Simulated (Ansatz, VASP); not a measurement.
## Two plane-wave programs on Ta4Cd

The input INCAR:

```
SYSTEM = Ta4Cd
ALGO     = Normal         ! electronic algorithm
EDIFF    = 1E-7           ! SCF threshold, eV
EDIFFG   = -0.04          ! ionic threshold
ENCUT    = 600            ! plane-wave cutoff, eV
GGA      = PE             ! functional
IBRION   = 2              ! ionic algorithm
ISIF     = 3              ! what is computed and relaxed
ISMEAR   = 0              ! smearing method
LASPH    = .TRUE.         ! aspherical terms in the spheres
LCHARG   = .FALSE.        ! write CHGCAR
LREAL    = .FALSE.        ! projectors in reciprocal space
LWAVE    = .FALSE.        ! write WAVECAR
NELM     = 60             ! most SCF steps
NSW      = 90             ! ionic steps
PREC     = Accurate       ! precision mode
SIGMA    = 0.1            ! smearing width, eV
```

File KPOINTS:

```
k-points
0
G
  4 4 4
  0 0 0
```

Contents of POSCAR:

```
Ta4Cd
1.0
   -2.8128208600      2.8128208600      2.8128208600
    2.8128208600     -2.8128208600      2.8128208600
    2.8128208600      2.8128208600     -2.8128208600
Ta Cd
4 1
Direct
    0.0000000000      0.0000000000      0.5000000000
    0.0000000000      0.5000000000      0.0000000000
    0.5000000000      0.0000000000      0.0000000000
    0.5000000000      0.5000000000      0.5000000000
    0.0000000000      0.0000000000      0.0000000000
```

Input for Ansatz:

```yaml
crystal:
  lattice:
    - [-2.81282086, 2.81282086, 2.81282086]
    - [2.81282086, -2.81282086, 2.81282086]
    - [2.81282086, 2.81282086, -2.81282086]
  atoms:
    - { symbol: Ta, position: [0.0, 0.0, 0.5] }
    - { symbol: Ta, position: [0.0, 0.5, 0.0] }
    - { symbol: Ta, position: [0.5, 0.0, 0.0] }
    - { symbol: Ta, position: [0.5, 0.5, 0.5] }
    - { symbol: Cd, position: [0.0, 0.0, 0.0] }
basis:
  ecutwfc: 420
kpoints:
  mp_grid: { grid: [4, 4, 4] }
hamiltonian:
  xc: pbe
scf:
  occupations: { method: gaussian, width: 0.1 }
  lower_state_search: "off"
output:
  forces: true
  stress: true
  eigenvalues: true
relax:
  adjacent_minimum: "off"
  f_tol: 0.04
  max_steps: 70
  cell: { stress_tol: 0.4 }
```

Change from the starting cell: species swapped into the MnGa4 type (Im-3m, No. 229).

Alike in both runs: task relaxation of cell and atoms; functional PBE; k mesh 4 × 4 × 4; occupations gaussian, width 0.1 eV; no spin polarisation.

|  | VASP | Ansatz |
| --- | --- | --- |
| version | VASP 6.6.1 | Ansatz 0.2.0 |
| potentials or method | VASP PAW PBE potentials, release 64 (Ta_pv, Cd), cutoff 600 eV | scalar-relativistic, plane waves, PAW |
| valence electrons in the cell | 56 | 72 |

```tsv
	VASP	Ansatz	Ansatz less VASP
gap on the k mesh at the Fermi level, each at its own relaxed structure (eV)	none	none	-
relaxed volume (Å³/atom)	22.70	22.63	-0.075
relaxed length of the cell vector where the two differ most in proportion (Å)	5.283	5.277	-0.0058
```

A gap of «none» marks a metal or a gap that the smearing closes. VASP's potentials hold 56 valence electrons a cell and Ansatz's 72, so a difference there can come from the potentials and not from the codes.

The k mesh is coarse, so the values compare programs but aren't converged. Spin-orbit coupling is off throughout. Noted on VASP's run: the volume moved by over 15 % at a fixed basis, so the end points are rough.
